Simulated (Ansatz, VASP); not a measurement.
# Two plane-wave programs on Ta

Contents of POSCAR:

```
Ta
1.0
    2.9757398857      0.0000000000      0.0000000000
   -1.4878699480      2.5770663432      0.0000000000
    0.0000000000      0.0000000000      5.3005225644
Ta
2
Direct
    0.6666666667      0.3333333333      0.7500000000
    0.3333333333      0.6666666667      0.2500000000
```

The input INCAR.step1:

```
SYSTEM = Ta
PREC = Accurate
ENCUT = 520
ISMEAR = 1
SIGMA = 0.1
LREAL = .False.
LASPH = .True.
NELM = 60
NBANDS = 18
GGA = PE
ALGO = Normal
EDIFF = 1E-4
LWAVE = .True.
LCHARG = .False.
```

INCAR.step2

```
SYSTEM = Ta
PREC = Accurate
ENCUT = 520
EDIFF = 1E-6
ISMEAR = 1
SIGMA = 0.1
LREAL = .False.
LASPH = .True.
NELM = 60
ALGO = Normal
ISIF = 2
LWAVE = .False.
LCHARG = .False.
METAGGA = R2SCAN
LMIXTAU = .True.
NBANDS = 18
ISTART = 1
```

The input KPOINTS:

```
regular mesh
0
Gamma
  11 11 6
  0 0 0
```

Input for Ansatz:

```yaml
crystal:
  lattice:
    - [2.9757398856677404, 0.0, 0.0]
    - [-1.487869947963798, 2.577066343176688, 0.0]
    - [0.0, 0.0, 5.300522564364723]
  atoms:
    - { symbol: Ta, position: [0.6666666666666666, 0.3333333333333333, 0.75] }
    - { symbol: Ta, position: [0.3333333333333333, 0.6666666666666666, 0.25] }
basis:
  ecutwfc: 653.073269903712
kpoints:
  mp_grid:
    grid: [11, 11, 6]
hamiltonian:
  xc: r2scan
scf:
  occupations:
    method: methfessel_paxton
    width: 0.1
output:
  stress: true
```

Alike in both runs: task single point; functional r2SCAN; k mesh 11 × 11 × 6; occupations methfessel-paxton of order 1, width 0.1 eV; no spin polarisation.

```csv
,VASP,Ansatz
version,VASP 6.6.1,Ansatz 0.2.0
potentials or method,"VASP PAW PBE potentials, release 64 (Ta_pv), cutoff 520 eV","plane waves, PAW"
valence electrons in the cell,22,26
```

VASP gave:

* pressure (GPa): -15.7
* traceless stress, the component that is largest in VASP (GPa): 1.01

Q: What did Ansatz give for the same quantities?

A: Pressure (GPa): -16.0; traceless stress, the component that is largest in VASP (GPa): 0.93.

VASP's potentials were made for PBE, not for r2SCAN. The functional is the same, so the differences come from potentials, cutoffs and numerics. VASP's potentials hold 22 valence electrons a cell and Ansatz's 26, so a difference there can come from the potentials and not from the codes.

Neither program's run includes spin-orbit coupling.
